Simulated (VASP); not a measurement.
Set up this calculation in VASP 6.6.1, as the native input.

| Quantity | Value |
| --- | --- |
| Task | single point |
| Functional | r2SCAN |
| Potentials or basis | VASP PAW PBE potentials, release 64 (Ge_d) |
| Cutoff | 520 eV |
| k mesh | 9 × 9 × 13 |
| Occupations | fermi-dirac, width 0.1 eV |
| Spin | no spin polarisation |
| Dipole correction | no |
| Further INCAR settings | ALGO = Normal; EDIFF = 1e-06; NBANDS = 28 |

Crystal: Ge.

```
Ge
1.0
     4.94206    0.00000    0.00000
    -2.47103    4.27995    0.00000
     0.00000    0.00000    2.77245
Ge
3
Direct
  0.00000 0.00000 0.00000
  0.33333 0.66667 0.50000
  0.66667 0.33333 0.50000
```

This isn't the form of Ge at room conditions, which is diamond.

The input as run:

POSCAR

```
Ge
1.0
    4.9420628206      0.0000000000      0.0000000000
   -2.4710314103      4.2799519497      0.0000000000
    0.0000000000      0.0000000000      2.7724513967
Ge
3
Direct
    1.0000000000      0.0000000000      0.0000000000
    0.3333333333      0.6666666667      0.5000000000
    0.6666666667      0.3333333333      0.5000000000
```

INCAR.step1

```
SYSTEM = Ge
PREC     = Accurate       ! precision mode
ENCUT    = 520            ! plane-wave cutoff, eV
ISMEAR   = -1             ! smearing method
SIGMA    = 0.1            ! smearing width, eV
LREAL    = .FALSE.        ! projectors in reciprocal space
LASPH    = .TRUE.         ! aspherical terms in the spheres
NELM     = 80             ! most SCF steps
NBANDS   = 28             ! bands
GGA      = PE             ! functional
ALGO     = Normal         ! electronic algorithm
EDIFF    = 1E-4           ! SCF threshold, eV
LWAVE    = .TRUE.         ! write WAVECAR
LCHARG   = .FALSE.        ! write CHGCAR
```

INCAR.step2

```
SYSTEM = Ge
PREC     = Accurate       ! precision mode
ENCUT    = 520            ! plane-wave cutoff, eV
EDIFF    = 1E-6           ! SCF threshold, eV
ISMEAR   = -1             ! smearing method
SIGMA    = 0.1            ! smearing width, eV
LREAL    = .FALSE.        ! projectors in reciprocal space
LASPH    = .TRUE.         ! aspherical terms in the spheres
NELM     = 80             ! most SCF steps
ALGO     = Normal         ! electronic algorithm
ISIF     = 2              ! what is computed and relaxed
LWAVE    = .FALSE.        ! write WAVECAR
LCHARG   = .TRUE.         ! write CHGCAR
METAGGA  = R2SCAN         ! meta-GGA
LMIXTAU  = .TRUE.       
LELF     = .TRUE.         ! ELF
LVHAR    = .TRUE.       
NBANDS   = 28             ! bands
ISTART   = 1
```

KPOINTS

```
regular mesh
0
G
  9 9 13
  0 0 0
```

Potentials or basis: VASP PAW PBE potentials, release 64 (Ge_d).

Launch:

```bash
$ cat potpaw_PBE.64/Ge_d/POTCAR > POTCAR
$ cp INCAR.step1 INCAR
$ mpirun -np 1 vasp_std > vasp.out
$ cp INCAR.step2 INCAR
$ mpirun -np 1 vasp_std > vasp.out
```

Results of the run:

```yaml
Pressure: -2.6 GPa
Band_gap_on_the_k_mesh: zero (bands 21 and 22 overlap by 5.62 eV)
```

Caveat: the PAW data sets were made with another functional, which shifts forces and pressure a little.

It took 7 min on 1 thread of Intel Xeon 8259CL, on a shared host, peak memory 0.26 GiB.
